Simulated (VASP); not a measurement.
# ZnS (F-43m) in VASP: a series of runs

The runs below take ZnS through single point, with r2SCAN.

Program: VASP 6.6.1. These are calculated values, not measurements. Logs are shortened: lines on timing, memory, paths and dates and some standing lists are left out, and cuts for length are marked.

## Step 1: The cell of the first run

The structure is cubic, space group F-43m (No. 216). Conventional cell: a = 5.142 Å, b = 5.142 Å, c = 5.142 Å, α = 90.00°, β = 90.00°, γ = 90.00°. Zn (site symmetry -43m) has 4 S at 2.23 Å within 2.9 Å. S (site symmetry -43m) has 4 Zn at 2.23 Å within 2.9 Å.

## Step 2: Single point, r2SCAN

POSCAR reads:

```
ZnS
1.0
    0.0000000000      2.5712343488      2.5712343488
    2.5712343488      0.0000000000      2.5712343488
    2.5712343488      2.5712343488      0.0000000000
Zn S
1 1
Direct
    0.0000000000      0.0000000000      0.0000000000
    0.2500000000      0.2500000000      0.2500000000
```

INCAR.step1 reads:

```
SYSTEM = ZnS
PREC = Accurate
ENCUT = 520
ISMEAR = 0
SIGMA = 0.02
LREAL = .False.
LASPH = .True.
NELM = 60
NBANDS = 16
GGA = PE
ALGO = Normal
EDIFF = 1E-4
LWAVE = .True.
LCHARG = .False.
```

INCAR.step2 reads:

```
SYSTEM = ZnS
PREC = Accurate
ENCUT = 520
EDIFF = 1E-6
ISMEAR = 0
SIGMA = 0.02
LREAL = .False.
LASPH = .True.
NELM = 60
ALGO = Normal
ISIF = 2
LWAVE = .False.
LCHARG = .True.
METAGGA = R2SCAN
LMIXTAU = .True.
LELF = .True.
LVHAR = .True.
NBANDS = 16
ISTART = 1
```

KPOINTS reads:

```
regular mesh
0
Gamma
  8 8 8
  0 0 0
```

Potentials or basis: VASP PAW PBE potentials, release 64 (Zn, S).

Launch:

```sh
$ cat potpaw_PBE.64/Zn/POTCAR potpaw_PBE.64/S/POTCAR > POTCAR
$ cp INCAR.step1 INCAR
$ mpirun -np 1 vasp_std > vasp.out
$ cp INCAR.step2 INCAR
$ mpirun -np 1 vasp_std > vasp.out
```

OUTCAR:

```text
SYSTEM = ZnS
   PREC = Accurate
   ENCUT = 520
   EDIFF = 1E-6
   ISMEAR = 0
   LREAL = .False.
   LASPH = .True.
   NELM = 60
   ISIF = 2
   METAGGA = R2SCAN
   ISTART = 1

 ion  position               nearest neighbor table
   1  0.000  0.000  0.000-   2 2.23   2 2.23   2 2.23   2 2.23
   2  0.250  0.250  0.250-   1 2.23   1 2.23   1 2.23   1 2.23

  LATTYP: Found a face centered cubic cell.
 ALAT       =     5.1424686976

  Lattice vectors:

 A1 = (   0.0000000000,   2.5712343488,   2.5712343488)
 A2 = (   2.5712343488,   0.0000000000,   2.5712343488)
 A3 = (   2.5712343488,   2.5712343488,   0.0000000000)

Analysis of symmetry for initial positions (statically):
=====================================================================
 Subroutine PRICEL returns:
 Original cell was already a primitive cell.

 Routine SETGRP: Setting up the symmetry group for a
 face centered cubic supercell.

 Subroutine GETGRP returns: Found 24 space group operations
 (whereof 24 operations were pure point group operations)
 out of a pool of 48 trial point group operations.

The static configuration has the point symmetry T_d .

Analysis of symmetry for dynamics (positions and initial velocities):
=====================================================================
 Subroutine PRICEL returns:
 Original cell was already a primitive cell.

 Routine SETGRP: Setting up the symmetry group for a
 face centered cubic supercell.

 Subroutine GETGRP returns: Found 24 space group operations
 (whereof 24 operations were pure point group operations)
 out of a pool of 48 trial point group operations.

The dynamic configuration has the point symmetry T_d .

 Subroutine INISYM returns: Found 24 space group operations
 (whereof 24 operations are pure point group operations),
 and found     1 'primitive' translations

----------------------------------------------------------------------------------------

                                     Primitive cell

  volume of cell :      33.9981

  direct lattice vectors                    reciprocal lattice vectors
     0.000000000  2.571234349  2.571234349    -0.194459132  0.194459132  0.194459132
     2.571234349  0.000000000  2.571234349     0.194459132 -0.194459132  0.194459132
     2.571234349  2.571234349  0.000000000     0.194459132  0.194459132 -0.194459132

  length of vectors
     3.636274488  3.636274488  3.636274488     0.336813097  0.336813097  0.336813097
[... 80 lines left out ...]
   NELM   =     60;   NELMIN=  2; NELMDL=  0     # of ELM steps
   EDIFF  = 0.1E-05   stopping-criterion for ELM
   LREAL  =      F    real-space projection
   EDIFFG = 0.1E-04   stopping-criterion for IOM
   NSW    =      0    number of steps for IOM
   IBRION =     -1    ionic relax: 0-MD 1-quasi-New 2-CG
   NFREE  =      0    steps in history (QN), initial steepest desc. (CG)
   ISIF   =      2    stress and relaxation
   ISYM   =      2    0-nonsym 1-usesym 2-fastsym
   POTIM  = 0.5000    time-step for ionic-motion
   TEBEG  =    0.0;   TEEND  =   0.0 temperature during run
   PSTRESS=    0.0 pullay stress
   NELECT =      18.0000    total number of electrons
   NUPDOWN=      -1.0000    fix difference up-down
   EMIN   =  10.00;   EMAX   =-10.00  energy-range for DOS
   EFERMI =   0.00;   METHOD = LEGACY
   ISMEAR =     0;   SIGMA  =   0.02  broadening in eV -4-tet -1-fermi 0-gaus
   EFERMI_NEDOS =   21; number of points for ismear=-14 and -15
   IALGO  =     38    algorithm
   IMIX   =      4    mixing-type and parameters
     AMIX     =   0.40;   BMIX     =  1.00
     AMIX_MAG =   1.60;   BMIX_MAG =  1.00
  volume/ion in A,a.u.               =      17.00       114.72
  Fermi-wavevector in a.u.,A,eV,Ry     =   1.324384  2.502723 23.864532  1.753994
  Thomas-Fermi vector in A             =   2.453923
   LORBIT       =      0    0 simple, 1 ext, 2 COOP (PROOUT), +10 PAW based schemes
   METAGGA = R2SCAN    functional components
   LHFCALC =     F    Hartree Fock is set to
   AEXX    =    0.0000 exact exchange contribution
   IVDW    =     0    specifies the selected vdW correction
   LEPSILON=     F    determine dielectric tensor
   LRPA    =     F    only Hartree local field effects (RPA)
 non-spin polarized calculation
 Gauss-broadening in eV      SIGMA  =   0.02
  energy-cutoff  :      520.00
  volume of cell :       34.00
 maximum number of plane-waves:       941
   NGX = 13   NGY = 13   NGZ = 13

 number of electron      17.9999993 magnetization

 Free energy of the ion-electron system (eV)
  ---------------------------------------------------
  ext. energy  EPLUGINS =         0.00000000
  ---------------------------------------------------
  free energy    TOTEN  =       -18.65382683 eV

  energy without entropy =      -18.65382683  energy(sigma->0) =      -18.65382683

 E-fermi :   3.4704     XC(G=0): -11.0620

 val. band max:        3.3653113127   @ k =   0.0000   0.0000   0.0000
 cond. band min:       6.7197437034   @ k =   0.5000   0.5000   0.0000
 fundamental gap:      3.3544323907
 Fermi energy:         3.4704064595

 k-point     1 :       0.0000    0.0000    0.0000
  band No.  band energies     occupation
      1     -11.5096      2.00000
      2      -3.8730      2.00000
      3      -3.8730      2.00000
      4      -3.8730      2.00000
      5      -3.1186      2.00000
      6      -3.1186      2.00000
[... 433 lines left out ...]
      3      -3.6173      2.00000
      4      -3.2651      2.00000
      5      -3.1083      2.00000
      6      -2.7928      2.00000
[... 8 lines left out ...]
     15      18.0639      0.00000
     16      19.1699      0.00000

 [... further k-points ...]

------------------------ aborting loop because EDIFF is reached ----------------------------------------

  FORCE on cell =-STRESS in cart. coord.  units (eV):
  Direction    XX          YY          ZZ          XY          YZ          ZX
  --------------------------------------------------------------------------------------
  -------------------------------------------------------------------------------------
  Total        3.2101446      3.2101446      3.2101446     -0.0000000      0.0000000     -0.0000000
  in kB      151.2795434    151.2795434    151.2795434     -0.0000000      0.0000000     -0.0000000
  external PRESSURE =     151.2795434 kB  Pullay stress =       0.0000000 kB

 VOLUME and BASIS-vectors are now :
 -----------------------------------------------------------------------------
  energy-cutoff  :      520.00
  volume of cell :       34.00
      direct lattice vectors                 reciprocal lattice vectors
     0.000000000  2.571234349  2.571234349    -0.194459132  0.194459132  0.194459132
     2.571234349  0.000000000  2.571234349     0.194459132 -0.194459132  0.194459132
     2.571234349  2.571234349  0.000000000     0.194459132  0.194459132 -0.194459132

 POSITION                                       TOTAL-FORCE (eV/Angst)
 -----------------------------------------------------------------------------------
      0.00000      0.00000      0.00000        -0.000000      0.000000      0.000000
      1.28562      1.28562      1.28562         0.000000     -0.000000     -0.000000
 -----------------------------------------------------------------------------------
    total drift:                                0.000039      0.000039      0.000039

  FREE ENERGIE OF THE ION-ELECTRON SYSTEM (eV)
  ---------------------------------------------------
  free  energy   TOTEN  =       -18.6538268290 eV

  energy  without entropy=      -18.6538268290  energy(sigma->0) =      -18.65382683
```

OSZICAR.step1:

```text
N       E                     dE             d eps       ncg     rms          rms(c)
DAV:   1     0.886754624638E+02    0.88675E+02   -0.91557E+03   928   0.143E+03
DAV:   2    -0.164042573470E+01   -0.90316E+02   -0.84812E+02  1088   0.264E+02
DAV:   3    -0.695336462864E+01   -0.53129E+01   -0.52962E+01  1096   0.622E+01
DAV:   4    -0.700448901314E+01   -0.51124E-01   -0.51115E-01  1184   0.646E+00
DAV:   5    -0.700501447820E+01   -0.52547E-03   -0.52546E-03  1104   0.625E-01    0.919E+00
DAV:   6    -0.657942524972E+01    0.42559E+00   -0.78243E-01  1376   0.333E+01    0.697E+00
DAV:   7    -0.655101175607E+01    0.28413E-01   -0.30398E-01  1136   0.566E+00    0.337E+00
DAV:   8    -0.654997167294E+01    0.10401E-02   -0.79744E-03  1272   0.173E+00    0.873E-01
DAV:   9    -0.654988476212E+01    0.86911E-04   -0.18621E-03  1088   0.343E-01    0.753E-02
DAV:  10    -0.654996029583E+01   -0.75534E-04   -0.18739E-04  1176   0.104E-01
   1 F= -.65499603E+01 E0= -.65499603E+01  d E =-.814230E-20
```

Run time: 48 s. Hardware: 1 thread of AMD EPYC 9R45 (Zen 5), shared host; peak memory 0.14 GiB.

What came out:

```
Free energy            : -18.6538 eV
Pressure               : 15.1 GPa
Band gap on the k mesh : 3.35 eV, indirect (least direct gap 3.40 eV)
```

Levels at points of the mesh, in eV from the valence-band top:
```csv
k point,band 5,band 6,band 7,band 8,band 9,band 10,band 11,band 12,band 13,band 14
"(0.00, 0.00, 0.00)",-6.48,-6.48,0.00,0.00,0.00,3.40,6.73,6.73,6.73,12.44
"(0.50, 0.00, 0.00)",-6.44,-6.44,-6.18,-1.13,-1.13,4.09,7.24,7.24,9.95,13.75
"(0.50, 0.50, 0.00)",-6.37,-6.21,-5.25,-2.89,-2.89,3.35,4.37,13.03,13.87,13.87
```

Caveat: the PAW data sets were made with another functional, which shifts forces and pressure a little.

(Part 1 of 2 ends here.)
